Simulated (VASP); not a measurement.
# Be (P6_3/mmc) in VASP: single point with PBE+D3(BJ)

Aim: the single point of Be with PBE+D3(BJ).

All numbers are computed with VASP 6.6.1; they aren't measurements. Logs are shortened: lines on timing, memory, paths and dates and some standing lists are left out, and cuts for length are marked.

### Step 1. The cell of the first run

It takes space group P6_3/mmc (No. 194, hexagonal). Conventional cell: a = 2.300 Å, b = 2.300 Å, c = 3.601 Å, α = 90.00°, β = 90.00°, γ = 120.00°. Within 3.0 Å of Be (site symmetry -6m2) lie 12 Be at 2.24 to 2.30 Å.

### Step 2. Single point, PBE+D3(BJ)

The input, INCAR:

```
ALGO     = Normal         # electronic algorithm
EDIFF    = 1E-7           # SCF threshold, eV
ENCUT    = 520            # plane-wave cutoff, eV
GGA      = PE             # functional
ISIF     = 2              # what is computed and relaxed
ISMEAR   = -1             # smearing method
IVDW     = 12             # dispersion correction
LASPH    = T              # aspherical terms in the spheres
LCHARG   = F              # write CHGCAR
LREAL    = Auto         
LWAVE    = F              # write WAVECAR
NBANDS   = 33             # bands
NELM     = 60             # most SCF steps
PREC     = Accurate       # precision mode
SIGMA    = 0.05           # smearing width, eV
```

The input, KPOINTS:

```
Automatic mesh
0
Gamma
  2 2 2
  0.5 0.5 0.5
```

The input, POSCAR:

```
Be
1.0
   -0.0000000001      3.9828542700      3.6009000000
   -3.4492529773     -1.9914271350      3.6009000000
    3.4492529774     -1.9914271349      3.6009000000
Be
18
Direct
    0.3055555556      0.6388888889      0.3055555556
    0.6388888889      0.6388888889      0.9722222222
    0.3055555556      0.3055555556      0.6388888889
    0.3055555556      0.9722222222      0.9722222222
    0.6388888889      0.3055555556      0.3055555556
    0.9722222222      0.6388888889      0.6388888889
    0.9722222222      0.3055555556      0.9722222222
    0.6388888889      0.9722222222      0.6388888889
    0.9722222222      0.9722222222      0.3055555556
    0.3611111111      0.6944444444      0.6944444444
    0.6944444444      0.6944444444      0.3611111111
    0.3611111111      0.3611111111      0.0277777778
    0.3611111111      0.0277777778      0.3611111111
    0.6944444444      0.3611111111      0.6944444444
    0.0277777778      0.6944444444      0.0277777778
    0.0277777778      0.3611111111      0.3611111111
    0.6944444444      0.0277777778      0.0277777778
    0.0277777778      0.0277777778      0.6944444444
```

Potentials or basis: VASP PAW PBE potentials, release 64 (Be).

Launch:

```
$ cat potpaw_PBE.64/Be/POTCAR > POTCAR
$ mpirun -np 1 vasp_std > vasp.out
```

OUTCAR:

```text
EDIFF = 1E-7
   ENCUT = 520
   GGA = PE
   ISIF = 2
   ISMEAR = -1
   IVDW = 12
   LASPH = T
   LREAL = Auto
   NELM = 60
   PREC = Accurate
 IVDW          = 12

 ion  position               nearest neighbor table
   1  0.306  0.639  0.306-  10 2.24  11 2.24  13 2.24  12 2.24  15 2.24  16 2.24   5 2.30   3 2.30
                             9 2.30   4 2.30   6 2.30   2 2.30
   2  0.639  0.639  0.972-  11 2.24  17 2.24  15 2.24  12 2.24  14 2.24  10 2.24   7 2.30   4 2.30
                             8 2.30   6 2.30   5 2.30   1 2.30
   3  0.306  0.306  0.639-  10 2.24  14 2.24  12 2.24  13 2.24  16 2.24  18 2.24   1 2.30   5 2.30
                             6 2.30   8 2.30   4 2.30   7 2.30
   4  0.306  0.972  0.972-  17 2.24  12 2.24  13 2.24  18 2.24  15 2.24  10 2.24   2 2.30   8 2.30
                             3 2.30   1 2.30   7 2.30   9 2.30
   5  0.639  0.306  0.306-  11 2.24  14 2.24  16 2.24  17 2.24  12 2.24  13 2.24   1 2.30   3 2.30
                             9 2.30   8 2.30   2 2.30   7 2.30
   6  0.972  0.639  0.639-  10 2.24  18 2.24  15 2.24  16 2.24  11 2.24  14 2.24   8 2.30   7 2.30
                             9 2.30   2 2.30   3 2.30   1 2.30
   7  0.972  0.306  0.972-  15 2.24  16 2.24  12 2.24  18 2.24  17 2.24  14 2.24   2 2.30   6 2.30
                             5 2.30   3 2.30   4 2.30   9 2.30
   8  0.639  0.972  0.639-  14 2.24  17 2.24  18 2.24  13 2.24  11 2.24  10 2.24   6 2.30   2 2.30
                             4 2.30   9 2.30   3 2.30   5 2.30
   9  0.972  0.972  0.306-  18 2.24  16 2.24  13 2.24  15 2.24  17 2.24  11 2.24   6 2.30   8 2.30
[... 5 lines left out ...]
  12  0.361  0.361  0.028-   3 2.24   4 2.24   7 2.24   2 2.24   1 2.24   5 2.24  15 2.30  17 2.30
                            13 2.30  16 2.30  10 2.30  14 2.30
  13  0.361  0.028  0.361-   1 2.24   4 2.24   9 2.24   8 2.24   3 2.24   5 2.24  16 2.30  12 2.30
                            17 2.30  18 2.30  11 2.30  10 2.30
  14  0.694  0.361  0.694-   5 2.24   3 2.24   8 2.24   2 2.24   7 2.24   6 2.24  10 2.30  11 2.30
                            18 2.30  17 2.30  12 2.30  16 2.30
  15  0.028  0.694  0.028-   7 2.24   6 2.24   2 2.24   9 2.24   4 2.24   1 2.24  12 2.30  16 2.30
                            10 2.30  11 2.30  17 2.30  18 2.30
  16  0.028  0.361  0.361-   5 2.24   9 2.24   7 2.24   6 2.24   3 2.24   1 2.24  13 2.30  15 2.30
                            18 2.30  12 2.30  11 2.30  14 2.30
  17  0.694  0.028  0.028-   4 2.24   2 2.24   8 2.24   9 2.24   7 2.24   5 2.24  12 2.30  13 2.30
                            11 2.30  14 2.30  15 2.30  18 2.30
  18  0.028  0.028  0.694-   9 2.24   6 2.24   8 2.24   7 2.24   4 2.24   3 2.24  16 2.30  13 2.30
                            14 2.30  10 2.30  15 2.30  17 2.30

  LATTYP: Found a trigonal (rhomboedric) cell.
 ALAT       =     5.3693210880
 COS(alpha) =     0.1746439486

  Lattice vectors:

 A1 = (  -0.0000000001,   3.9828542700,   3.6009000000)
 A2 = (  -3.4492529773,  -1.9914271350,   3.6009000000)
 A3 = (   3.4492529774,  -1.9914271349,   3.6009000000)

Analysis of symmetry for initial positions (statically):
=====================================================================
 Subroutine PRICEL returns following result:

  LATTYP: Found a hexagonal cell.
 ALAT       =     2.2995019854
 C/A-ratio  =     1.5659477673

  Lattice vectors:

 A1 = (   1.1497509927,  -1.9914271354,   0.0000000000)
 A2 = (   1.1497509926,   1.9914271354,   0.0000000000)
 A3 = (  -0.0000000007,   0.0000000004,   3.6009000000)

   9 primitive cells build up your supercell.

 Routine SETGRP: Setting up the symmetry group for a
 trigonal (rhombohedral) supercell.

 Subroutine GETGRP returns: Found 12 space group operations
 (whereof 12 operations were pure point group operations)
 out of a pool of 12 trial point group operations.

The static configuration has the point symmetry D_3d.

Analysis of symmetry for dynamics (positions and initial velocities):
=====================================================================
 Subroutine PRICEL returns following result:

  LATTYP: Found a hexagonal cell.
 ALAT       =     2.2995019854
 C/A-ratio  =     1.5659477673

  Lattice vectors:

 A1 = (   1.1497509927,  -1.9914271354,   0.0000000000)
 A2 = (   1.1497509926,   1.9914271354,   0.0000000000)
 A3 = (  -0.0000000007,   0.0000000004,   3.6009000000)

   9 primitive cells build up your supercell.

 Routine SETGRP: Setting up the symmetry group for a
 trigonal (rhombohedral) supercell.

 Subroutine GETGRP returns: Found 12 space group operations
 (whereof 12 operations were pure point group operations)
[... 37 lines left out ...]
 generate k-points for:    2    2    2

 Generating k-lattice:

  Cartesian coordinates                     Fractional coordinates (reciprocal lattice)
    -0.000000000  0.083692074  0.046284725     0.500000000 -0.000000000  0.000000000
    -0.072479462 -0.041846037  0.046284725     0.000000000  0.500000000  0.000000000
     0.072479462 -0.041846037  0.046284725     0.000000000  0.000000000  0.500000000

  Length of vectors
     0.095638062  0.095638062  0.095638062

  Shift w.r.t. Gamma in fractional coordinates (k-lattice)
     0.500000000  0.500000000  0.500000000

 Subroutine IBZKPT returns following result:
 ===========================================

 Found      2 irreducible k-points:

 Following reciprocal coordinates:
            Coordinates               Weight
  0.250000  0.250000  0.250000      2.000000
 -0.250000  0.250000  0.250000      6.000000
   k-points           NKPTS =      2   k-points in BZ     NKDIM =      2   number of bands    NBANDS=     33
   number of dos      NEDOS =    301   number of ions     NIONS =     18
   total plane-waves  NPLWV =  64000
   dimension x,y,z NGX =    40 NGY =   40 NGZ =   40
   dimension x,y,z NGXF=    80 NGYF=   80 NGZF=   80
   ions per type =              18
   NGX,Y,Z   is equivalent  to a cutoff of  12.38, 12.38, 12.38 a.u.
   NGXF,Y,Z  is equivalent  to a cutoff of  24.77, 24.77, 24.77 a.u.
 SYSTEM =  unknown system
   PREC   = accura    normal or accurate (medium, high low for compatibility)
   ISTART =      0    job   : 0-new  1-cont  2-samecut
   ICHARG =      2    charge: 1-file 2-atom 10-const
   ISPIN  =      1    spin polarized calculation?
   LNONCOLLINEAR =      F non collinear calculations
   LSORBIT =      F    spin-orbit coupling
   LASPH  =      T    aspherical Exc in radial PAW
   ENCUT  =  520.0 eV  38.22 Ry    6.18 a.u.   9.98  9.98  9.98*2*pi/ulx,y,z
   NELM   =     60;   NELMIN=  2; NELMDL= -5     # of ELM steps
   EDIFF  = 0.1E-06   stopping-criterion for ELM
   LREAL  =      T    real-space projection
   EDIFFG = 0.1E-05   stopping-criterion for IOM
   NSW    =      0    number of steps for IOM
   IBRION =     -1    ionic relax: 0-MD 1-quasi-New 2-CG
   NFREE  =      0    steps in history (QN), initial steepest desc. (CG)
   ISIF   =      2    stress and relaxation
   ISYM   =      2    0-nonsym 1-usesym 2-fastsym
   POTIM  = 0.5000    time-step for ionic-motion
   TEBEG  =    0.0;   TEEND  =   0.0 temperature during run
   PSTRESS=    0.0 pullay stress
   NELECT =      36.0000    total number of electrons
   NUPDOWN=      -1.0000    fix difference up-down
   EMIN   =  10.00;   EMAX   =-10.00  energy-range for DOS
   EFERMI =   0.00;   METHOD = LEGACY
   ISMEAR =    -1;   SIGMA  =   0.05  broadening in eV -4-tet -1-fermi 0-gaus
   EFERMI_NEDOS =   21; number of points for ismear=-14 and -15
   IALGO  =     38    algorithm
   IMIX   =      4    mixing-type and parameters
     AMIX     =   0.40;   BMIX     =  1.00
     AMIX_MAG =   1.60;   BMIX_MAG =  1.00
  volume/ion in A,a.u.               =       8.24        55.64
  Fermi-wavevector in a.u.,A,eV,Ry     =   1.020998  1.929407 14.183227  1.042438
  Thomas-Fermi vector in A             =   2.154599
   LORBIT       =      0    0 simple, 1 ext, 2 COOP (PROOUT), +10 PAW based schemes
   GGA     = PE    functional components
   LHFCALC =     F    Hartree Fock is set to
   AEXX    =    0.0000 exact exchange contribution
   IVDW    =    12    specifies the selected vdW correction
   LEPSILON=     F    determine dielectric tensor
   LRPA    =     F    only Hartree local field effects (RPA)
 non-spin polarized calculation
  energy-cutoff  :      520.00
  volume of cell :      148.41
 maximum number of plane-waves:      4006
   NGX = 19   NGY = 19   NGZ = 19

 number of electron      36.0000000 magnetization

 Free energy of the ion-electron system (eV)
  ---------------------------------------------------
  ext. energy  EPLUGINS =         0.00000000
  ---------------------------------------------------
  free energy    TOTEN  =       -67.51032278 eV

  energy without entropy =      -67.40096992  energy(sigma->0) =      -67.45564635

 E-fermi :   5.7946     XC(G=0): -10.4692

 val. band max:        5.7548840874   @ k =  -0.2500   0.2500   0.2500
 cond. band min:       7.9968631828   @ k =   0.2500   0.2500   0.2500
 fundamental gap:      2.2419790953
 Fermi energy:         5.7946496357

 k-point     1 :       0.2500    0.2500    0.2500
  band No.  band energies     occupation
      1      -3.8983      2.00000
      2      -1.2473      2.00000
      3      -1.2473      2.00000
      4      -1.2473      2.00000
      5       0.1607      2.00000
      6       0.1607      2.00000
[... 22 lines left out ...]
     29      11.3616      0.00000
     30      12.8041      0.00000

 k-point     2 :      -0.2500    0.2500    0.2500
  band No.  band energies     occupation
      1      -3.5915      2.00000
      2      -2.1536      2.00000
      3      -1.5409      2.00000
      4      -1.5409      2.00000
      5      -0.7233      2.00000
      6       1.0875      2.00000
[... 22 lines left out ...]
     29      10.8964      0.00000
     30      11.7911      0.00000
 [bands above 30 left out]

------------------------ aborting loop because EDIFF is reached ----------------------------------------

 Edisp (eV)   -6.11916

 E8    (eV) :    -2.1174

  FORCE on cell =-STRESS in cart. coord.  units (eV):
  Direction    XX          YY          ZZ          XY          YZ          ZX
  --------------------------------------------------------------------------------------
  -------------------------------------------------------------------------------------
  Total      -8.47280    -8.47280   -13.24339     0.00000    -0.00000    -0.00000
  in kB     -91.47148   -91.47148  -142.97433     0.00000    -0.00000    -0.00000
  external pressure =     -108.64 kB  Pullay stress =        0.00 kB

 VOLUME and BASIS-vectors are now :
 -----------------------------------------------------------------------------
  energy-cutoff  :      520.00
  volume of cell :      148.41
      direct lattice vectors                 reciprocal lattice vectors
    -0.000000000  3.982854270  3.600900000    -0.000000000  0.167384148  0.092569450
    -3.449252977 -1.991427135  3.600900000    -0.144958924 -0.083692074  0.092569450
     3.449252977 -1.991427135  3.600900000     0.144958924 -0.083692074  0.092569450

 POSITION                                       TOTAL-FORCE (eV/Angst)
 -----------------------------------------------------------------------------------
     -1.14975     -0.66381      4.50113         0.000000      0.000000      0.015347
      1.14975     -0.66381      8.10203         0.000000      0.000000      0.015347
      1.14975     -0.66381      4.50113         0.000000      0.000000      0.015347
      0.00000     -2.65524      8.10203         0.000000      0.000000      0.015347
     -0.00000      1.32762      4.50113         0.000000      0.000000      0.015347
     -0.00000      1.32762      8.10203         0.000000      0.000000      0.015347
[... 10 lines left out ...]
     -0.00000      2.65524      2.70067        -0.000000     -0.000000     -0.015347
      2.29950     -1.32762      2.70067        -0.000000     -0.000000     -0.015347
 -----------------------------------------------------------------------------------
    total drift:                                0.000000      0.000000     -0.000000

  FREE ENERGIE OF THE ION-ELECTRON SYSTEM (eV)
  ---------------------------------------------------
  free  energy   TOTEN  =       -73.6294802699 eV

  energy  without entropy=      -73.5201274108  energy(sigma->0) =      -73.57480384
```

It took 18 s on 1 thread of Intel Xeon Platinum 8559C (Emerald Rapids), shared host; peak memory 0.25 GiB.

Results:

```
Free energy                : -73.6295 eV
Pressure                   : -10.9 GPa
Largest force              : 0.015 eV/Å
Band gap on the k mesh     : zero (band 18 reaches 5.75 eV, above the bottom of band 19 at 5.61 eV)
Dispersion energy per atom : -0.340 eV
```

Forces in eV/Å, atoms in the order of the input:
```
Be   0.000  0.000  0.015
Be   0.000  0.000  0.015
Be   0.000  0.000  0.015
Be   0.000  0.000  0.015
Be   0.000  0.000  0.015
Be   0.000  0.000  0.015
Be   0.000  0.000  0.015
Be   0.000  0.000  0.015
Be   0.000  0.000  0.015
Be   0.000  0.000 -0.015
Be   0.000  0.000 -0.015
Be   0.000  0.000 -0.015
Be   0.000  0.000 -0.015
Be   0.000  0.000 -0.015
Be   0.000  0.000 -0.015
Be   0.000  0.000 -0.015
Be   0.000  0.000 -0.015
Be   0.000  0.000 -0.015
```

Levels at points of the mesh, in eV from the Fermi level:
```csv
k point,band 15,band 16,band 17,band 18,band 19,band 20,band 21,band 22,band 23,band 24
"(0.25, 0.25, 0.25)",-0.22,-0.22,-0.18,-0.18,-0.18,-0.18,2.20,2.20,2.20,4.59
```

Caveat: the k points lie up to 0.60 Å⁻¹ apart; pairwise dispersion overbinds metals, which lowers pressure and volume.
